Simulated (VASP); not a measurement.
Write the native input for VASP 6.6.1 that does the following.

```yaml
Task: relaxation of cell and atoms
Functional: LDA
Potentials_or_basis: VASP PAW LDA potentials, release 64 (Sn_d)
Cutoff: 600 eV
k_mesh: 16 × 16 × 16
Occupations: fermi-dirac, width 0.15 eV
Spin: no spin polarisation
Target_pressure: 10.9 GPa
Dipole_correction: no
Further_INCAR_settings: ALGO = Fast; EDIFF = 1e-06; IBRION = 2; EDIFFG = -0.001; NSW = 80; ISIF = 3
```

The structure of Sn lies in POSCAR:

```
Sn
1.0
   -2.7715162323      2.7715162323      1.4925658921
    2.7715162323     -2.7715162323      1.4925658921
    2.7715162323      2.7715162323     -1.4925658921
Sn
2
Direct
    0.0000000000      0.0000000000      0.0000000000
    0.7500000000      0.2500000000      0.5000000000
```

The input as run:

INCAR

```
PREC     = Accurate       # precision mode
ENCUT    = 600            # plane-wave cutoff, eV
EDIFF    = 1E-6           # SCF threshold, eV
ISMEAR   = -1             # smearing method
SIGMA    = 0.15           # smearing width, eV
LREAL    = False          # projectors in reciprocal space
LASPH    = True           # aspherical terms in the spheres
NELM     = 100            # most SCF steps
ALGO     = Fast           # electronic algorithm
ISIF     = 3              # what is computed and relaxed
LWAVE    = False          # write WAVECAR
LCHARG   = False          # write CHGCAR
GGA      = CA             # functional
IBRION   = 2              # ionic algorithm
NSW      = 80             # ionic steps
EDIFFG   = -0.001         # ionic threshold
PSTRESS  = 109.0
```

KPOINTS

```
Automatic mesh
0
Gamma
  16 16 16
```

Potentials or basis: VASP PAW LDA potentials, release 64 (Sn_d).

Command:

```sh
$ cat potpaw_LDA.64/Sn_d/POTCAR > POTCAR
$ mpirun -np 1 vasp_std > vasp.out
```

Results of the run:

| Item | Value |
| --- | --- |
| Relaxed volume | 22.98 Å³/atom |
| Relaxed cell | a = 4.197 Å, b = 4.197 Å, c = 4.197 Å, α = 97.27°, β = 97.27°, γ = 138.31° |
| Space group after relaxing (to 0.05 Å) | I4_1/amd (No. 141) |
| Energy change on relaxing (the enthalpy is what falls) | -9.8 meV/atom |
| Ionic steps | 14 |
| Pressure after relaxing | 10.9 GPa |
| Band gap on the k mesh | zero (band 14 reaches 11.85 eV, above the bottom of band 15 at 6.67 eV) |

Caveat: the cell is relaxed towards a set pressure, so the enthalpy falls and the energy may rise; spin-orbit coupling is left out, which moves the levels of the heavy elements.

Run time: 17 min on 1 thread of Intel(R) Xeon(R) Platinum 8488C (Sapphire Rapids) (shared host), peak memory 0.4 GiB.
